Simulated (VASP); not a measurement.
Write the native input for VASP 6.6.1 that does the following.

| Property | Result |
| --- | --- |
| Task | single point |
| Functional | PBE |
| Potentials or basis | VASP PAW PBE potentials, release 64 (Mg, Sn_d, O) |
| Cutoff | 520 eV |
| k mesh | 8 × 8 × 12 |
| Occupations | gaussian, width 0.1 eV |
| Spin | no spin polarisation |
| Dipole correction | no |
| Further INCAR settings | ALGO = Normal; EDIFF = 1e-07; NBANDS = 29 |

The structure of MgSnO4 lies in POSCAR:

```
MgSnO4
1.0
    3.3839078094     -3.4182663841      0.0000000000
    3.3839078094      3.4182663841      0.0000000000
    0.0000000000      0.0000000000      3.2149408264
Mg Sn O
1 1 4
Direct
    0.5000000000      0.5000000000      0.0000000000
    0.0000000000      0.0000000000      0.5000000000
    0.1984837082      0.8015162918      0.0000000000
    0.8015162918      0.1984837082      0.0000000000
    0.3020233313      0.3020233313      0.5000000000
    0.6979766687      0.6979766687      0.5000000000
```

The cell was generated, and may not be a known phase.

One way to write it, as run:

INCAR

```
PREC     = Accurate       # precision mode
ENCUT    = 520            # plane-wave cutoff, eV
EDIFF    = 1E-7           # SCF threshold, eV
ISMEAR   = 0              # smearing method
SIGMA    = 0.1            # smearing width, eV
LREAL    = False          # projectors in reciprocal space
LASPH    = True           # aspherical terms in the spheres
NELM     = 100            # most SCF steps
ALGO     = Normal         # electronic algorithm
ISIF     = 2              # what is computed and relaxed
LWAVE    = False          # write WAVECAR
LCHARG   = True           # write CHGCAR
GGA      = PE             # functional
LELF     = True           # ELF
LVHAR    = True         
NBANDS   = 29             # bands
```

KPOINTS

```
Automatic mesh
0
Gamma
  8 8 12
```

Potentials or basis: VASP PAW PBE potentials, release 64 (Mg, Sn_d, O).

Run with:

```console
$ cat potpaw_PBE.64/Mg/POTCAR potpaw_PBE.64/Sn_d/POTCAR potpaw_PBE.64/O/POTCAR > POTCAR
$ mpirun -np 1 vasp_std > vasp.out
```

It gave:

```
Pressure               : 0.1 GPa
Largest force          : 0.081 eV/Å
Band gap on the k mesh : zero (bands 20 and 21 overlap by 0.63 eV)
```

Caveat: semilocal functionals underestimate gaps, and a narrow one can read as zero; spin-orbit coupling is left out, which moves the levels of the heavy elements.

Run time: 3.6 min on 1 thread of Intel(R) Xeon(R) Platinum 8488C (Sapphire Rapids), with other jobs on the host, peak memory 0.39 GiB.
